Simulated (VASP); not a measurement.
# InP (Fm-3m) in VASP: further runs

InP is run at these levels: PBEsol; tasks: single point.

Everything below comes from runs of VASP 6.6.1. Logs are shortened: lines on timing, memory, paths and dates and some standing lists are left out, and cuts for length are marked.

### 1 The cell of the first run

The structure is cubic, space group Fm-3m (No. 225). The conventional cell has a = 5.459 Å, b = 5.459 Å, c = 5.459 Å, α = 90.00°, β = 90.00°, γ = 90.00°. Within 3.6 Å of In (site symmetry m-3m) lie 6 P at 2.73 Å. Within 3.6 Å of P (site symmetry m-3m) lie 6 In at 2.73 Å.

### 2 Single point, PBEsol

Input file INCAR:

```
SYSTEM = InP
PREC = Accurate ; ENCUT = 520
EDIFF = 1E-6 ; ISMEAR = 0
SIGMA = 0.1 ; LREAL = .FALSE.
LASPH = .TRUE. ; NELM = 100
ALGO = Normal ; ISIF = 2
LWAVE = .FALSE. ; LCHARG = .FALSE.
GGA = PS ; ISYM = 0
NBANDS = 16
```

Input file KPOINTS:

```
regular mesh
0
G
  9 9 13
  0 0 0
```

Input file POSCAR:

```
InP
1.0
    3.8601906168      0.0000000000      0.0000000000
    0.0000000000      3.8601906168      0.0000000000
    1.9300953084      1.9300953084      2.7295669618
In P
1 1
Direct
    0.0000000000      0.0000000000      0.0000000000
    0.5000000000      0.5000000000      0.0000000000
```

Potentials or basis: VASP PAW PBE potentials, release 64 (In_d, P).

Command:

```sh
$ cat potpaw_PBE.64/In_d/POTCAR potpaw_PBE.64/P/POTCAR > POTCAR
$ mpirun -np 1 vasp_std > vasp.out
```

OUTCAR:

```text
SYSTEM = InP
   PREC = Accurate
   ENCUT = 520
   EDIFF = 1E-6
   ISMEAR = 0
   LREAL = .FALSE.
   LASPH = .TRUE.
   NELM = 100
   ISIF = 2
   GGA = PS
   ISYM = 0

 ion  position               nearest neighbor table
   1  0.000  0.000  0.000-   2 2.73   2 2.73   2 2.73   2 2.73   2 2.73   2 2.73
   2  0.500  0.500  0.000-   1 2.73   1 2.73   1 2.73   1 2.73   1 2.73   1 2.73

IMPORTANT INFORMATION: All symmetrisations will be switched off!
NOSYMM: (Re-)initialisation of all symmetry stuff for point group C_1.

----------------------------------------------------------------------------------------

                                     Primitive cell

  volume of cell :      40.6735

  direct lattice vectors                    reciprocal lattice vectors
     3.860190617  0.000000000  0.000000000     0.259054565  0.000000000 -0.183179239
     0.000000000  3.860190617  0.000000000     0.000000000  0.259054565 -0.183179239
     1.930095308  1.930095308  2.729566962     0.000000000  0.000000000  0.366358479

  length of vectors
     3.860190617  3.860190617  3.860190617     0.317275750  0.317275750  0.366358479

  position of ions in fractional coordinates (direct lattice)
     0.000000000  0.000000000  0.000000000
     0.500000000  0.500000000  0.000000000

  ion indices of the primitive-cell ions
   primitive index   ion index
                 1           1
                 2           2

----------------------------------------------------------------------------------------

 KPOINTS: regular mesh

Automatic generation of k-mesh.
 Grid dimensions read from file:
 generate k-points for:    9    9   13

 Generating k-lattice:

  Cartesian coordinates                     Fractional coordinates (reciprocal lattice)
     0.028783841  0.000000000 -0.020353249     0.111111111  0.000000000 -0.000000000
     0.000000000  0.028783841 -0.020353249     0.000000000  0.111111111 -0.000000000
     0.000000000  0.000000000  0.028181421     0.000000000  0.000000000  0.076923077

  Length of vectors
     0.035252861  0.035252861  0.028181421

  Shift w.r.t. Gamma in fractional coordinates (k-lattice)
     0.000000000  0.000000000  0.000000000

 -----------------------------------------------------------------------------
|                                                                             |
|           W    W    AA    RRRRR   N    N  II  N    N   GGGG   !!!           |
|           W    W   A  A   R    R  NN   N  II  NN   N  G    G  !!!           |
|           W    W  A    A  R    R  N N  N  II  N N  N  G       !!!           |
|           W WW W  AAAAAA  RRRRR   N  N N  II  N  N N  G  GGG   !            |
[... 70 lines left out ...]
   IBRION =     -1    ionic relax: 0-MD 1-quasi-New 2-CG
   NFREE  =      0    steps in history (QN), initial steepest desc. (CG)
   ISIF   =      2    stress and relaxation
   ISYM   =      0    0-nonsym 1-usesym 2-fastsym
   POTIM  = 0.5000    time-step for ionic-motion
   TEBEG  =    0.0;   TEEND  =   0.0 temperature during run
   PSTRESS=    0.0 pullay stress
   NELECT =      18.0000    total number of electrons
   NUPDOWN=      -1.0000    fix difference up-down
   EMIN   =  10.00;   EMAX   =-10.00  energy-range for DOS
   EFERMI =   0.00;   METHOD = LEGACY
   ISMEAR =     0;   SIGMA  =   0.10  broadening in eV -4-tet -1-fermi 0-gaus
   EFERMI_NEDOS =   21; number of points for ismear=-14 and -15
   IALGO  =     38    algorithm
   IMIX   =      4    mixing-type and parameters
     AMIX     =   0.40;   BMIX     =  1.00
     AMIX_MAG =   1.60;   BMIX_MAG =  1.00
  volume/ion in A,a.u.               =      20.34       137.24
  Fermi-wavevector in a.u.,A,eV,Ry     =   1.247561  2.357549 21.176235  1.556409
  Thomas-Fermi vector in A             =   2.381688
   LORBIT       =      0    0 simple, 1 ext, 2 COOP (PROOUT), +10 PAW based schemes
   GGA     = PS    functional components
   LHFCALC =     F    Hartree Fock is set to
   AEXX    =    0.0000 exact exchange contribution
   IVDW    =     0    specifies the selected vdW correction
   LEPSILON=     F    determine dielectric tensor
   LRPA    =     F    only Hartree local field effects (RPA)
 non-spin polarized calculation
 Gauss-broadening in eV      SIGMA  =   0.10
  energy-cutoff  :      520.00
  volume of cell :       40.67
 maximum number of plane-waves:      1113
 NGX is ok and might be reduce to    30
   NGX = 15   NGY = 15   NGZ = 15

 number of electron      17.9999998 magnetization

 Free energy of the ion-electron system (eV)
  ---------------------------------------------------
  ext. energy  EPLUGINS =         0.00000000
  ---------------------------------------------------
  free energy    TOTEN  =        -8.80112728 eV

  energy without entropy =       -8.79701525  energy(sigma->0) =       -8.79907127

 E-fermi :   7.4632     XC(G=0): -10.7503

 val. band max:        7.4560549664   @ k =   0.3333   0.0000   0.3846
 cond. band min:       7.4803095352   @ k =   0.2222  -0.2222   0.1538
 fundamental gap:      0.0242545687
 Fermi energy:         7.4632376451

 k-point     1 :       0.0000    0.0000    0.0000
  band No.  band energies     occupation
      1      -6.7213      2.00000
      2      -6.7195      2.00000
      3      -6.6964      2.00000
      4      -6.6951      2.00000
      5      -6.6951      2.00000
      6      -4.8977      2.00000
[... 433 lines left out ...]
      3      -6.7070      2.00000
      4      -6.6242      2.00000
      5      -6.6230      2.00000
      6      -3.5293      2.00000
[... 8 lines left out ...]
     15      17.1844      0.00000
     16      17.1865      0.00000

 [... further k-points ...]

------------------------ aborting loop because EDIFF is reached ----------------------------------------

  FORCE on cell =-STRESS in cart. coord.  units (eV):
  Direction    XX          YY          ZZ          XY          YZ          ZX
  --------------------------------------------------------------------------------------
  -------------------------------------------------------------------------------------
  Total       -0.0178985     -0.0178979      0.0630037     -0.0203739      0.0110412      0.0110420
  in kB       -0.7050433     -0.7050203      2.4817925     -0.8025535      0.4349263      0.4349591
  external PRESSURE =       0.3572429 kB  Pullay stress =       0.0000000 kB

 VOLUME and BASIS-vectors are now :
 -----------------------------------------------------------------------------
  energy-cutoff  :      520.00
  volume of cell :       40.67
      direct lattice vectors                 reciprocal lattice vectors
     3.860190617  0.000000000  0.000000000     0.259054565  0.000000000 -0.183179239
     0.000000000  3.860190617  0.000000000     0.000000000  0.259054565 -0.183179239
     1.930095308  1.930095308  2.729566962     0.000000000  0.000000000  0.366358479

 POSITION                                       TOTAL-FORCE (eV/Angst)
 -----------------------------------------------------------------------------------
      0.00000      0.00000      0.00000        -0.000001     -0.000000      0.000000
      1.93010      1.93010      0.00000         0.000001      0.000000     -0.000000
 -----------------------------------------------------------------------------------
    total drift:                               -0.000001     -0.000000     -0.000000

  FREE ENERGIE OF THE ION-ELECTRON SYSTEM (eV)
  ---------------------------------------------------
  free  energy   TOTEN  =        -8.8011272836 eV

  energy  without entropy=       -8.7970152494  energy(sigma->0) =       -8.79907127
```

Wall time 6.1 min (1 thread of Intel Xeon Platinum 8259CL at 2.50GHz (Skylake/Cascade Lake), shared host); peak memory 0.44 GiB.

Results:

```yaml
Free_energy: -8.8011 eV
Pressure: 0.0 GPa
Band_gap_on_the_k_mesh: zero (band 9 reaches 7.79 eV, above the bottom of band 10 at 5.03 eV)
```

Levels at points of the mesh, in eV from the Fermi level:
```
           k point  band 7  band 8  band 9  band 10  band 11  band 12
(0.00, 0.00, 0.00)   -0.31   -0.31   -0.31     0.82     7.07     7.07
```

Caveat: the PAW data sets were made with another functional, which shifts forces and pressure a little; spin-orbit coupling is left out, which moves the levels of the heavy elements.

### 3 Single point, PBEsol

This run uses another cell than the first one, of 19.33 Å³/atom, 0.950 times its volume.

Input file INCAR:

```
  PREC = Accurate
  ENCUT = 520
  EDIFF = 1E-6
  ISMEAR = -1
  SIGMA = 0.15
  LREAL = F
  LASPH = T
  NELM = 60
  ALGO = Normal
  ISIF = 2
  LWAVE = F
  LCHARG = F
  GGA = PS
  NBANDS = 16
```

Input file KPOINTS:

```
Automatic mesh
0
Gamma
  14 14 14
```

Input file POSCAR:

```
InP
1.0
    0.0000000000      2.6836306170      2.6836306170
    2.6836306170      0.0000000000      2.6836306170
    2.6836306170      2.6836306170      0.0000000000
In P
1 1
Direct
    0.0000000000      0.0000000000      0.0000000000
    0.5000000000      0.5000000000      0.5000000000
```

Potentials or basis: VASP PAW PBE potentials, release 64 (In_d, P).

Command:

```sh
$ cat potpaw_PBE.64/In_d/POTCAR potpaw_PBE.64/P/POTCAR > POTCAR
$ mpirun -np 1 vasp_std > vasp.out
```

It took 53 s on 1 thread of Intel Xeon Platinum 8488C (Sapphire Rapids), shared host; peak memory 0.2 GiB.

It converged, with:

* Free energy: -8.7982 eV
* Pressure: 5.0 GPa
* Band gap on the k mesh: zero (band 9 reaches 8.49 eV, above the bottom of band 10 at 5.68 eV)

Levels at points of the mesh, in eV from the Fermi level:
```
           k point  band 6  band 7  band 8  band 9  band 10  band 11  band 12  band 13
(0.00, 0.00, 0.00)  -12.80   -0.38   -0.38   -0.38     1.24     7.05     7.05     7.05
(0.50, 0.00, 0.00)  -10.38   -7.24    0.16    0.16     2.42     3.29     3.29     5.87
(0.50, 0.50, 0.00)   -8.94   -5.64   -2.71   -2.71    -2.49     3.53    10.60    10.60
```

Caveat: the PAW data sets were made with another functional, which shifts forces and pressure a little; spin-orbit coupling is left out, which moves the levels of the heavy elements.
